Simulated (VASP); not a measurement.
# SiC (P6_3mc) in VASP: single point with r2SCAN

Aim: the single point of SiC with r2SCAN.

Everything below comes from runs of VASP 6.6.1. Logs are shortened: lines on timing, memory, paths and dates and some standing lists are left out, and cuts for length are marked.

### 1 The cell of the first run

It takes space group P6_3mc (No. 186, hexagonal). The conventional cell has a = 3.075 Å, b = 3.075 Å, c = 5.048 Å, α = 90.00°, β = 90.00°, γ = 120.00°. Within 2.5 Å of Si (site symmetry 3m) lie 4 C at 1.88 to 1.90 Å. Within 2.5 Å of C (site symmetry 3m) lie 4 Si at 1.88 to 1.90 Å.

### 2 Single point, r2SCAN

The input, POSCAR:

```
SiC
1.0
    3.0753562516      0.0000000000      0.0000000000
   -1.5376781258      2.6633366395      0.0000000000
    0.0000000000      0.0000000000      5.0481081077
Si C
2 2
Direct
    0.3333333333      0.6666666667     -0.0004084095
    0.6666666667      0.3333333333      0.4995915905
    0.3333333333      0.6666666667      0.3754084095
    0.6666666667      0.3333333333      0.8754084095
```

The input, INCAR.step1:

```
SYSTEM = SiC
PREC     = Accurate       ! precision mode
ENCUT    = 520            ! plane-wave cutoff, eV
ISMEAR   = 0              ! smearing method
SIGMA    = 0.01           ! smearing width, eV
LREAL    = .False.        ! projectors in reciprocal space
LASPH    = .True.         ! aspherical terms in the spheres
NELM     = 60             ! most SCF steps
NBANDS   = 16             ! bands
GGA      = PE             ! functional
ALGO     = Normal         ! electronic algorithm
EDIFF    = 1E-4           ! SCF threshold, eV
LWAVE    = .True.         ! write WAVECAR
LCHARG   = .False.        ! write CHGCAR
```

The input, INCAR.step2:

```
SYSTEM = SiC
PREC     = Accurate       ! precision mode
ENCUT    = 520            ! plane-wave cutoff, eV
EDIFF    = 1E-6           ! SCF threshold, eV
ISMEAR   = 0              ! smearing method
SIGMA    = 0.01           ! smearing width, eV
LREAL    = .False.        ! projectors in reciprocal space
LASPH    = .True.         ! aspherical terms in the spheres
NELM     = 60             ! most SCF steps
ALGO     = Normal         ! electronic algorithm
ISIF     = 2              ! what is computed and relaxed
LWAVE    = .False.        ! write WAVECAR
LCHARG   = .False.        ! write CHGCAR
METAGGA  = R2SCAN         ! meta-GGA
LMIXTAU  = .True.       
NBANDS   = 16             ! bands
ISTART   = 1
```

The input, KPOINTS:

```
Automatic mesh
0
Gamma
  9 9 4
  0 0 0
```

Potentials or basis: VASP PAW PBE potentials, release 64 (Si, C).

Run with:

```bash
> cat potpaw_PBE.64/Si/POTCAR potpaw_PBE.64/C/POTCAR > POTCAR
> cp INCAR.step1 INCAR
> mpirun -np 1 vasp_std > vasp.out
> cp INCAR.step2 INCAR
> mpirun -np 1 vasp_std > vasp.out
```

OUTCAR:

```text
SYSTEM = SiC
   PREC = Accurate
   ENCUT = 520
   EDIFF = 1E-6
   ISMEAR = 0
   LREAL = .False.
   LASPH = .True.
   NELM = 60
   ISIF = 2
   METAGGA = R2SCAN
   ISTART = 1

 ion  position               nearest neighbor table
   1  0.333  0.667  1.000-   4 1.88   4 1.88   4 1.88   3 1.90   2 3.09   2 3.09   2 3.09   2 3.09
                             2 3.09   2 3.09
   2  0.667  0.333  0.500-   3 1.88   3 1.88   3 1.88   4 1.90   1 3.09   1 3.09   1 3.09   1 3.09
                             1 3.09   1 3.09
   3  0.333  0.667  0.375-   2 1.88   2 1.88   2 1.88   1 1.90
   4  0.667  0.333  0.875-   1 1.88   1 1.88   1 1.88   2 1.90

  LATTYP: Found a hexagonal cell.
 ALAT       =     3.0753562516
 C/A-ratio  =     1.6414710020

  Lattice vectors:

 A1 = (   3.0753562516,   0.0000000000,   0.0000000000)
 A2 = (  -1.5376781258,   2.6633366395,   0.0000000000)
 A3 = (   0.0000000000,   0.0000000000,   5.0481081077)

Analysis of symmetry for initial positions (statically):
=====================================================================
 Subroutine PRICEL returns:
 Original cell was already a primitive cell.

 Routine SETGRP: Setting up the symmetry group for a
 hexagonal supercell.

 Subroutine GETGRP returns: Found 12 space group operations
 (whereof  6 operations were pure point group operations)
 out of a pool of 24 trial point group operations.

The static configuration has the point symmetry C_3v.
 The point group associated with its full space group is C_6v.

Analysis of symmetry for dynamics (positions and initial velocities):
=====================================================================
 Subroutine PRICEL returns:
 Original cell was already a primitive cell.

 Routine SETGRP: Setting up the symmetry group for a
 hexagonal supercell.

 Subroutine GETGRP returns: Found 12 space group operations
 (whereof  6 operations were pure point group operations)
 out of a pool of 24 trial point group operations.

The dynamic configuration has the point symmetry C_3v.
 The point group associated with its full space group is C_6v.

 Subroutine INISYM returns: Found 12 space group operations
 (whereof  6 operations are pure point group operations),
 and found     1 'primitive' translations

----------------------------------------------------------------------------------------

                                     Primitive cell

  volume of cell :      41.3476

  direct lattice vectors                    reciprocal lattice vectors
     3.075356252  0.000000000  0.000000000     0.325165580  0.187734435  0.000000000
    -1.537678126  2.663336640  0.000000000     0.000000000  0.375468871  0.000000000
     0.000000000  0.000000000  5.048108108     0.000000000  0.000000000  0.198094014

  length of vectors
     3.075356252  3.075356252  5.048108108     0.375468871  0.375468871  0.198094014

  position of ions in fractional coordinates (direct lattice)
     0.333333333  0.666666667  0.999591591
     0.666666667  0.333333333  0.499591591
     0.333333333  0.666666667  0.375408409
     0.666666667  0.333333333  0.875408409

  ion indices of the primitive-cell ions
   primitive index   ion index
                 1           1
                 2           2
                 3           3
                 4           4

----------------------------------------------------------------------------------------

 KPOINTS: Automatic mesh

Automatic generation of k-mesh.
 Grid dimensions read from file:
 generate k-points for:    9    9    4

 Generating k-lattice:

  Cartesian coordinates                     Fractional coordinates (reciprocal lattice)
     0.036129509  0.020859382  0.000000000     0.111111111 -0.000000000  0.000000000
     0.000000000  0.041718763  0.000000000     0.000000000  0.111111111  0.000000000
     0.000000000  0.000000000  0.049523504     0.000000000  0.000000000  0.250000000

  Length of vectors
     0.041718763  0.041718763  0.049523504

  Shift w.r.t. Gamma in fractional coordinates (k-lattice)
     0.000000000  0.000000000  0.000000000

 Subroutine IBZKPT returns following result:
 ===========================================

 Found     36 irreducible k-points:

 Following reciprocal coordinates:
            Coordinates               Weight
  0.000000  0.000000  0.000000      1.000000
  0.111111  0.000000  0.000000      6.000000
  0.222222  0.000000  0.000000      6.000000
  0.333333  0.000000  0.000000      6.000000
  0.444444  0.000000  0.000000      6.000000
  0.111111  0.111111  0.000000      6.000000
[... 16 lines left out ...]
  0.333333  0.222222  0.250000     24.000000
  0.333333  0.333333  0.250000      4.000000
 [... further k-points ...]
   k-points           NKPTS =     36   k-points in BZ     NKDIM =     36   number of bands    NBANDS=     16
   number of dos      NEDOS =    301   number of ions     NIONS =      4
   total plane-waves  NPLWV =  23040
   dimension x,y,z NGX =    24 NGY =   24 NGZ =   40
   dimension x,y,z NGXF=    48 NGYF=   48 NGZF=   80
   ions per type =               2   2
   NGX,Y,Z   is equivalent  to a cutoff of  12.97, 12.97, 13.17 a.u.
   NGXF,Y,Z  is equivalent  to a cutoff of  25.95, 25.95, 26.35 a.u.
 SYSTEM =  SiC
   PREC   = accura    normal or accurate (medium, high low for compatibility)
   ISTART =      1    job   : 0-new  1-cont  2-samecut
   ICHARG =      0    charge: 1-file 2-atom 10-const
   ISPIN  =      1    spin polarized calculation?
   LNONCOLLINEAR =      F non collinear calculations
   LSORBIT =      F    spin-orbit coupling
   LASPH  =      T    aspherical Exc in radial PAW
   ENCUT  =  520.0 eV  38.22 Ry    6.18 a.u.   5.72  5.72  9.39*2*pi/ulx,y,z
   NELM   =     60;   NELMIN=  2; NELMDL=  0     # of ELM steps
   EDIFF  = 0.1E-05   stopping-criterion for ELM
   LREAL  =      F    real-space projection
   EDIFFG = 0.1E-04   stopping-criterion for IOM
   NSW    =      0    number of steps for IOM
   IBRION =     -1    ionic relax: 0-MD 1-quasi-New 2-CG
   NFREE  =      0    steps in history (QN), initial steepest desc. (CG)
   ISIF   =      2    stress and relaxation
   ISYM   =      2    0-nonsym 1-usesym 2-fastsym
   POTIM  = 0.5000    time-step for ionic-motion
   TEBEG  =    0.0;   TEEND  =   0.0 temperature during run
   PSTRESS=    0.0 pullay stress
   NELECT =      16.0000    total number of electrons
   NUPDOWN=      -1.0000    fix difference up-down
   EMIN   =  10.00;   EMAX   =-10.00  energy-range for DOS
   EFERMI =   0.00;   METHOD = LEGACY
   ISMEAR =     0;   SIGMA  =   0.01  broadening in eV -4-tet -1-fermi 0-gaus
   EFERMI_NEDOS =   21; number of points for ismear=-14 and -15
   IALGO  =     38    algorithm
   IMIX   =      4    mixing-type and parameters
     AMIX     =   0.40;   BMIX     =  1.00
     AMIX_MAG =   1.60;   BMIX_MAG =  1.00
  volume/ion in A,a.u.               =      10.34        69.76
  Fermi-wavevector in a.u.,A,eV,Ry     =   1.192975  2.254396 19.363676  1.423190
  Thomas-Fermi vector in A             =   2.329001
   LORBIT       =      0    0 simple, 1 ext, 2 COOP (PROOUT), +10 PAW based schemes
   METAGGA = R2SCAN    functional components
   LHFCALC =     F    Hartree Fock is set to
   AEXX    =    0.0000 exact exchange contribution
   IVDW    =     0    specifies the selected vdW correction
   LEPSILON=     F    determine dielectric tensor
   LRPA    =     F    only Hartree local field effects (RPA)
 non-spin polarized calculation
 Gauss-broadening in eV      SIGMA  =   0.01
  energy-cutoff  :      520.00
  volume of cell :       41.35
 maximum number of plane-waves:      1124
 NGX is ok and might be reduce to    24
   NGX = 11   NGY = 11   NGZ = 19

 number of electron      16.0000000 magnetization

 Free energy of the ion-electron system (eV)
  ---------------------------------------------------
  ext. energy  EPLUGINS =         0.00000000
  ---------------------------------------------------
  free energy    TOTEN  =       -38.63803623 eV

  energy without entropy =      -38.63803623  energy(sigma->0) =      -38.63803623

 E-fermi :   8.2720     XC(G=0): -11.9291

 val. band max:        8.1454767679   @ k =   0.0000   0.0000   0.0000
 cond. band min:      10.8047804127   @ k =   0.3333   0.3333   0.0000
 fundamental gap:      2.6593036448
 Fermi energy:         8.2720037728

 k-point     1 :       0.0000    0.0000    0.0000
  band No.  band energies     occupation
      1      -8.2091      2.00000
      2      -4.5818      2.00000
      3      -0.8462      2.00000
      4       6.7600      2.00000
      5       6.7600      2.00000
      6       8.0327      2.00000
[... 8 lines left out ...]
     15      17.7250      0.00000
     16      20.1766      0.00000

 k-point     2 :       0.1111    0.0000    0.0000
  band No.  band energies     occupation
      1      -7.9875      2.00000
      2      -4.3957      2.00000
      3      -0.6424      2.00000
      4       5.6013      2.00000
      5       6.3930      2.00000
      6       7.3281      2.00000
[... 8 lines left out ...]
     15      18.2704      0.00000
     16      18.8067      0.00000

 k-point     3 :       0.2222    0.0000    0.0000
  band No.  band energies     occupation
      1      -7.3346      2.00000
      2      -3.8743      2.00000
      3      -0.0680      2.00000
      4       3.3983      2.00000
      5       5.5394      2.00000
      6       5.6783      2.00000
[... 8 lines left out ...]
     15      18.7969      0.00000
     16      19.2933      0.00000

 k-point     4 :       0.3333    0.0000    0.0000
  band No.  band energies     occupation
      1      -6.3019      2.00000
      2      -3.2172      2.00000
      3       0.4641      2.00000
      4       1.7218      2.00000
      5       3.5729      2.00000
      6       5.0554      2.00000
[... 8 lines left out ...]
     15      19.9041      0.00000
     16      21.1838      0.00000
[... 324 lines left out ...]
 k-point    22 :       0.2222    0.2222    0.2500
  band No.  band energies     occupation
      1      -5.4265      2.00000
      2      -3.5523      2.00000
      3       0.6564      2.00000
      4       2.2137      2.00000
      5       3.4444      2.00000
      6       3.5538      2.00000
[... 8 lines left out ...]
     15      18.9358      0.00000
     16      20.4417      0.00000

 k-point    23 :       0.3333    0.2222    0.2500
  band No.  band energies     occupation
      1      -4.3219      2.00000
      2      -3.2071      2.00000
      3       0.1427      2.00000
      4       1.1794      2.00000
      5       2.4032      2.00000
      6       4.1682      2.00000
[... 8 lines left out ...]
     15      20.5877      0.00000
     16      21.2191      0.00000

 k-point    24 :       0.3333    0.3333    0.2500
  band No.  band energies     occupation
      1      -3.5008      2.00000
      2      -3.5008      2.00000
      3       0.7657      2.00000
      4       0.7657      2.00000
      5       1.4804      2.00000
      6       3.4767      2.00000
[... 8 lines left out ...]
     15      20.9736      0.00000
     16      21.6612      0.00000

 [... further k-points ...]
[... 5 lines left out ...]
  --------------------------------------------------------------------------------------
  -------------------------------------------------------------------------------------
  Total       -0.0474759     -0.0474759     -0.0447487      0.0000000      0.0000000      0.0000000
  in kB       -1.8396451     -1.8396451     -1.7339685      0.0000000      0.0000000      0.0000000
  external PRESSURE =      -1.8044195 kB  Pullay stress =       0.0000000 kB

 VOLUME and BASIS-vectors are now :
 -----------------------------------------------------------------------------
  energy-cutoff  :      520.00
  volume of cell :       41.35
      direct lattice vectors                 reciprocal lattice vectors
     3.075356252  0.000000000  0.000000000     0.325165580  0.187734435  0.000000000
    -1.537678126  2.663336640  0.000000000     0.000000000  0.375468871  0.000000000
     0.000000000  0.000000000  5.048108108     0.000000000  0.000000000  0.198094014

 POSITION                                       TOTAL-FORCE (eV/Angst)
 -----------------------------------------------------------------------------------
     -0.00000      1.77556      5.04605        -0.000000     -0.000000     -0.000149
      1.53768      0.88778      2.52199         0.000000      0.000000     -0.000149
     -0.00000      1.77556      1.89510        -0.000000      0.000000      0.000149
      1.53768      0.88778      4.41916        -0.000000      0.000000      0.000149
 -----------------------------------------------------------------------------------
    total drift:                               -0.000000     -0.000000      0.000375

  FREE ENERGIE OF THE ION-ELECTRON SYSTEM (eV)
  ---------------------------------------------------
  free  energy   TOTEN  =       -38.6380362267 eV

  energy  without entropy=      -38.6380362267  energy(sigma->0) =      -38.63803623
```

It took 31 s on 1 thread of Intel Xeon 6975P-C (Granite Rapids), shared host; peak memory 0.16 GiB.

Results:

| Item | Value |
| --- | --- |
| Free energy | -38.6380 eV |
| Pressure | -0.2 GPa |
| Band gap on the k mesh | 2.66 eV, indirect (least direct gap 4.52 eV) |

Caveat: the PAW data sets were made with another functional, which shifts forces and pressure a little. A k mesh can miss the band edges.
